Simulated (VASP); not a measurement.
Write the native input for VASP 6.6.1 that does the following.

- Task: electric field gradients
- Functional: LDA
- Potentials or basis: VASP PAW LDA potentials, release 64 (Sr_sv, Cl)
- Cutoff: 520 eV
- k mesh: 8 × 8 × 8
- Occupations: fermi-dirac, width 0.01 eV
- Spin: no spin polarisation
- Dipole correction: no
- Further INCAR settings: ALGO = Normal; EDIFF = 1e-08; NBANDS = 19

The structure of SrCl2 lies in POSCAR:

```
SrCl2
1.0
    0.0000000000      3.4855000000      3.5203550000
    3.4855000000      0.0000000000      3.5203550000
    3.4855000000      3.4855000000      0.0000000000
Sr Cl
1 2
Direct
    0.0000000000      0.0000000000      0.0000000000
    0.2500000000      0.2500000000      0.2500000000
    0.7500000000      0.7500000000      0.7500000000
```

This cell differs from its parent crystal: zz strain of +1 %.

The input as run:

INCAR

```
SYSTEM = SrCl2
PREC = Accurate
ENCUT = 520
EDIFF = 1E-8
ISMEAR = -1
SIGMA = 0.01
LREAL = .FALSE.
LASPH = .TRUE.
NELM = 80
ALGO = Normal
ISIF = 2
LWAVE = .FALSE.
LCHARG = .FALSE.
GGA = CA
LEFG = .TRUE.
NBANDS = 19
```

KPOINTS

```
regular mesh
0
G
  8 8 8
  0 0 0
```

Potentials or basis: VASP PAW LDA potentials, release 64 (Sr_sv, Cl).

The run is started by

```bash
$ cat potpaw_LDA.64/Sr_sv/POTCAR potpaw_LDA.64/Cl/POTCAR > POTCAR
$ mpirun -np 1 vasp_std > vasp.out
```

Results of the run:

```yaml
Pressure: -3.0 GPa
Band_gap_on_the_k_mesh: 4.83 eV, indirect (least direct gap 5.13 eV)
```

Caveat: the cell differs from its parent crystal (zz strain of +1 %); without QUAD_EFG the Cq values of the log hold for a quadrupole moment of 1 mb, not for the nuclei.

It took 61 s on 1 thread of Intel(R) Xeon(R) Platinum 8559C (Emerald Rapids), on a shared host, peak memory 0.24 GiB.
